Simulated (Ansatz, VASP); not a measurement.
## Two plane-wave programs on MoS2

```xyz
3
Lattice="1.5080 0.8706 5.9589 -1.5080 0.8706 5.9589 0.0000 -1.7413 5.9589" Properties=species:S:1:pos:R:3 pbc="T T T"
Mo    0.0000    0.0000    0.0000
S     0.0000    0.0000   13.5207
S     0.0000    0.0000    4.3560
```

Change from the starting cell: strain -0.0375 x Voigt [1, 1, 0, 0, 0, 0], atoms carried along.

Alike in both runs: task single point; functional PBE; dispersion D3(BJ); k mesh 18 × 18 × 18; occupations gaussian, width 0.15 eV; no spin polarisation.

```csv
,VASP,Ansatz
version,VASP 6.6.1,Ansatz 0.2.0
potentials or method,"VASP PAW PBE potentials, release 64 (Mo_sv, S), cutoff 520 eV","scalar-relativistic, plane waves, PAW"
valence electrons in the cell,26,26
```

```csv
,VASP,Ansatz,Ansatz less VASP
gap on the k mesh at the Fermi level (eV),none,none,-
pressure (GPa),12.8,13.0,+0.14
"traceless stress, the component that is largest in VASP (GPa)",-1.95,-1.91,+0.038
rms of the force components (eV/Å),0.452,0.460,+0.0083
```

Atom by atom the forces differ by 0.008 eV/Å (rms over components). A gap of «none» marks a metal or a gap that the smearing closes.
